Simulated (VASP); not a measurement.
Here is a VASP 6.6.1 calculation.

File INCAR:

```
PREC     = Accurate       # precision mode
ENCUT    = 520            # plane-wave cutoff, eV
EDIFF    = 1E-7           # SCF threshold, eV
ISMEAR   = -1             # smearing method
SIGMA    = 0.03           # smearing width, eV
LREAL    = F              # projectors in reciprocal space
LASPH    = T              # aspherical terms in the spheres
NELM     = 150            # most SCF steps
ALGO     = Normal         # electronic algorithm
ISIF     = 2              # what is computed and relaxed
LWAVE    = F              # write WAVECAR
LCHARG   = F              # write CHGCAR
ISPIN    = 2              # spin polarisation
MAGMOM   = 0 1.4          # initial moments
LORBIT   = 11             # projections on sites
NUPDOWN  = 1.4            # fixed moment
LMAXMIX  = 4              # l up to which the mixer works
GGA      = CA             # functional
NBANDS   = 22             # bands
```

Contents of KPOINTS:

```
regular mesh
0
Gamma
  14 14 8
```

The input POSCAR:

```
ZnIr
1.0
    2.7771790596      0.0000000000      0.0000000000
   -1.3885895298      2.4051076165      0.0000000000
    0.0000000000      0.0000000000      4.1638620700
Zn Ir
1 1
Direct
    0.6666666667      0.3333333333      0.5000000000
    0.0000000000      0.0000000000      0.0000000000
```

Potentials or basis: VASP PAW LDA potentials, release 64 (Zn, Ir).

Launch:

```sh
$ cat potpaw_LDA.64/Zn/POTCAR potpaw_LDA.64/Ir/POTCAR > POTCAR
$ mpirun -np 1 vasp_std > vasp.out
```

Task: Estimate the pressure.

Result: -0.7 GPa.

Stress tensor (GPa, compression positive):
```
-2.00  0.00  0.00
 0.00 -2.00  0.00
 0.00  0.00  1.85
```

Caveat: the total moment is fixed, so each spin has its own Fermi level and the state may be an excited one.
